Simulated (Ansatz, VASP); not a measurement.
# One calculation of Zr, two programs

INCAR

```
  PREC = Accurate
  ENCUT = 520
  EDIFF = 1E-6
  ISMEAR = -1
  SIGMA = 0.1
  LREAL = False
  LASPH = True
  NELM = 80
  ALGO = Normal
  ISIF = 2
  LWAVE = False
  LCHARG = False
  GGA = PS
  NBANDS = 12
```

Contents of KPOINTS:

```
regular mesh
0
Gamma
  12 12 12
```

File POSCAR:

```
Zr
1.0
    2.9745542963      0.0000000000      0.0000000000
    0.0000000000      2.9745542963      0.0000000000
    0.0000000000      0.0000000000      2.9745542963
Zr
1
Direct
    0.0000000000      0.0000000000      0.0000000000
```

Input for Ansatz:

```yaml
crystal:
  lattice:
    - [2.9745542963, 0.0, 0.0]
    - [0.0, 2.9745542963, 0.0]
    - [0.0, 0.0, 2.9745542963]
  atoms:
    - { symbol: Zr, position: [0.0, 0.0, 0.0] }
hamiltonian:
  xc: pbesol
  pseudopotentials:
    kind: paw
    azcp:
      Zr: "pseudopotentials/Zr.paw.azcp"
basis:
  ecutwfc: 420
  fft_grid_basis: typed
kpoints:
  mp_grid: { grid: [12, 12, 12], shift: [0, 0, 0] }
magnetization:
  spin_polarized: false
scf:
  occupations: { method: fermi_dirac, width: 0.1 }
  lower_state_search: "off"
output:
  stress: true
```

Alike in both runs: task single point; functional PBEsol; k mesh 12 × 12 × 12; occupations fermi-dirac, width 0.1 eV; no spin polarisation.

|  | VASP | Ansatz |
| --- | --- | --- |
| version | VASP 6.6.1 | Ansatz 0.2.0 |
| potentials or method | VASP PAW PBE potentials, release 64 (Zr_sv), cutoff 520 eV | plane waves (420 eV) with PAW, scalar-relativistic |
| valence electrons in the cell | 12 | 12 |

|  | VASP | Ansatz | Ansatz less VASP |
| --- | --- | --- | --- |
| pressure (GPa) | -6.4 | -6.5 | -0.06 |

VASP's potentials were made for PBE, not for PBEsol, and Ansatz warns of the same on its side. The functional is the same, so the differences come from potentials, cutoffs and numerics.
